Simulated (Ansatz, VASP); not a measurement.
# C: VASP beside Ansatz

```xyz
12
Lattice="1.7801 -1.7801 0.0000 1.7801 0.0000 -1.7801 8.2753 8.2753 8.2753" Properties=species:S:1:pos:R:3 pbc="T T T"
C     4.3022    0.7420    0.7420
C     0.7420    0.7420    0.7420
C     4.3022    2.5221    2.5221
C     7.8625    4.3022    4.3022
C     7.8625    2.5221    2.5221
C     7.8625    6.0824    6.0824
C     5.1923    1.6320    1.6320
C     5.1923   -0.1481   -0.1481
C     5.1923    3.4122    3.4122
C     8.7526    5.1923    5.1923
C     5.1923    5.1923    5.1923
C     1.6320   -0.1481   -0.1481
```

Alike in both runs: task single point; functional r2SCAN; k mesh 10 × 10 × 2; occupations gaussian, width 0.05 eV; no spin polarisation.

|  | VASP | Ansatz |
| --- | --- | --- |
| version | VASP 6.6.1 | Ansatz 0.2.0 |
| potentials or method | VASP PAW PBE potentials, release 64 (C), cutoff 520 eV | scalar-relativistic, plane waves, PAW |
| valence electrons in the cell | 48 | 48 |

|  | VASP | Ansatz | Ansatz less VASP |
| --- | --- | --- | --- |
| gap on the k mesh at the Fermi level (eV) | none | none | - |
| pressure (GPa) | -3.8 | -4.8 | -0.94 |
| traceless stress, the component that is largest in VASP (GPa) | -2.94 | -2.94 | +0.007 |
| rms of the force components (eV/Å) | 1.199 | 1.204 | +0.0054 |

VASP's potentials were made for PBE, not for r2SCAN. Atom by atom the forces differ by 0.012 eV/Å (rms over components). A gap of «none» marks a metal or a gap that the smearing closes.
